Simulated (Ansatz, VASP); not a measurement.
# One calculation of NbP, two programs

File INCAR:

```
PREC     = Accurate       # precision mode
ENCUT    = 520            # plane-wave cutoff, eV
EDIFF    = 1E-7           # SCF threshold, eV
ISMEAR   = 0              # smearing method
SIGMA    = 0.1            # smearing width, eV
LREAL    = False          # projectors in reciprocal space
LASPH    = True           # aspherical terms in the spheres
NELM     = 100            # most SCF steps
ALGO     = Normal         # electronic algorithm
ISIF     = 2              # what is computed and relaxed
LWAVE    = False          # write WAVECAR
LCHARG   = False          # write CHGCAR
GGA      = PE             # functional
NBANDS   = 26             # bands
```

File KPOINTS:

```
Automatic mesh
0
Gamma
  8 8 8
```

POSCAR

```
NbP
1.0
   -1.6749232544      1.6749232544      5.7401081759
    1.6749232544     -1.6749232544      5.7401081759
    1.6749232544      1.6749232544     -5.7401081759
Nb P
2 2
Direct
    0.7498808000      0.7498808000      0.0000000000
    0.4998808000      0.9998808000      0.5000000000
    0.3327477700      0.3327477700      0.0000000000
    0.0827477800      0.5827477800      0.5000000000
```

Input for Ansatz:

```yaml
crystal:
  lattice:
    - [-1.6749232544, 1.6749232544, 5.7401081759]
    - [1.6749232544, -1.6749232544, 5.7401081759]
    - [1.6749232544, 1.6749232544, -5.7401081759]
  atoms:
    - { symbol: Nb, position: [0.7498808, 0.7498808, 0.0] }
    - { symbol: Nb, position: [0.4998808, 0.9998808, 0.5] }
    - { symbol: P, position: [0.33274777, 0.33274777, 0.0] }
    - { symbol: P, position: [0.08274778, 0.58274778, 0.5] }
basis:
  ecutwfc: 420
kpoints:
  mp_grid: { grid: [8, 8, 8] }
hamiltonian:
  xc: pbe
scf:
  occupations: { method: gaussian, width: 0.1 }
output:
  forces: true
  stress: true
  eigenvalues: true
```

Alike in both runs: task single point; functional PBE; k mesh 8 × 8 × 8; occupations gaussian, width 0.1 eV; no spin polarisation.

```csv
,VASP,Ansatz
version,VASP 6.6.1,Ansatz 0.2.0
potentials or method,"VASP PAW PBE potentials, release 64 (Nb_sv, P), cutoff 520 eV","scalar-relativistic, plane waves, PAW"
valence electrons in the cell,36,36
```

|  | VASP | Ansatz | Ansatz less VASP |
| --- | --- | --- | --- |
| gap on the k mesh at the Fermi level (eV) | none | none | - |
| pressure (GPa) | -1.4 | -1.0 | +0.38 |
| rms of the force components (eV/Å) | 0.010 | 0.011 | +0.0008 |

Atom by atom the forces differ by 0.001 eV/Å (rms over components). A gap of «none» marks a metal or a gap that the smearing closes. With one functional, cell and mesh, what is left measures potentials, basis and numerics.
